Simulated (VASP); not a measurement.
Write the native input for VASP 6.6.1 that does the following.

| Item | Value |
| --- | --- |
| Task | single point |
| Functional | r2SCAN |
| Potentials or basis | VASP PAW PBE potentials, release 64 (Ta_pv) |
| Cutoff | 520 eV |
| k mesh | 6 × 6 × 4 |
| Occupations | gaussian, width 0.1 eV |
| Spin | no spin polarisation |
| Dipole correction | no |
| Further INCAR settings | ALGO = Normal; EDIFF = 1e-06; NBANDS = 30 |

Crystal: Ta.

```
Ta
1.0
     4.61923    0.00000    0.00000
    -2.30962    4.00037    0.00000
     0.00000    0.00000    4.77638
Ta
4
Direct
  0.00000 0.00000 0.25000
  0.00000 0.00000 0.75000
  0.33333 0.66667 0.75000
  0.66667 0.33333 0.25000
```

This isn't the form of Ta at room conditions, which is bcc.

These files were run (other wordings do the same):

POSCAR

```
Ta
1.0
    4.6192336766      0.0000000000      0.0000000000
   -2.3096168383      4.0003737100      0.0000000000
    0.0000000000      0.0000000000      4.7763837641
Ta
4
Direct
    0.0000000000      0.0000000000      0.2500000000
    0.0000000000      0.0000000000      0.7500000000
    0.3333333333      0.6666666667      0.7500000000
    0.6666666667      0.3333333333      0.2500000000
```

INCAR.step1

```
SYSTEM = Ta
  PREC = Accurate
  ENCUT = 520
  ISMEAR = 0
  SIGMA = 0.1
  LREAL = .FALSE.
  LASPH = .TRUE.
  NELM = 80
  NBANDS = 30
  GGA = PE
  ALGO = Normal
  EDIFF = 1E-4
  LWAVE = .TRUE.
  LCHARG = .FALSE.
```

INCAR.step2

```
SYSTEM = Ta
  PREC = Accurate
  ENCUT = 520
  EDIFF = 1E-6
  ISMEAR = 0
  SIGMA = 0.1
  LREAL = .FALSE.
  LASPH = .TRUE.
  NELM = 80
  ALGO = Normal
  ISIF = 2
  LWAVE = .FALSE.
  LCHARG = .FALSE.
  METAGGA = R2SCAN
  LMIXTAU = .TRUE.
  NBANDS = 30
  ISTART = 1
```

KPOINTS

```
regular mesh
0
G
  6 6 4
  0 0 0
```

Potentials or basis: VASP PAW PBE potentials, release 64 (Ta_pv).

Run with:

```bash
$ cat potpaw_PBE.64/Ta_pv/POTCAR > POTCAR
$ cp INCAR.step1 INCAR
$ mpirun -np 1 vasp_std > vasp.out
$ cp INCAR.step2 INCAR
$ mpirun -np 1 vasp_std > vasp.out
```

It gave:

The pressure is 0.5 GPa and the band gap on the k mesh is zero (bands 22 and 23 overlap by 0.67 eV).

Caveat: the PAW data sets were made with another functional, which shifts forces and pressure a little; spin-orbit coupling is left out, which moves the levels of the heavy elements.

It took 2.7 min on 1 thread of Intel(R) Xeon(R) Platinum 8259CL CPU @ 2.50GHz (Skylake/Cascade Lake), with other jobs on the host, peak memory 0.23 GiB.
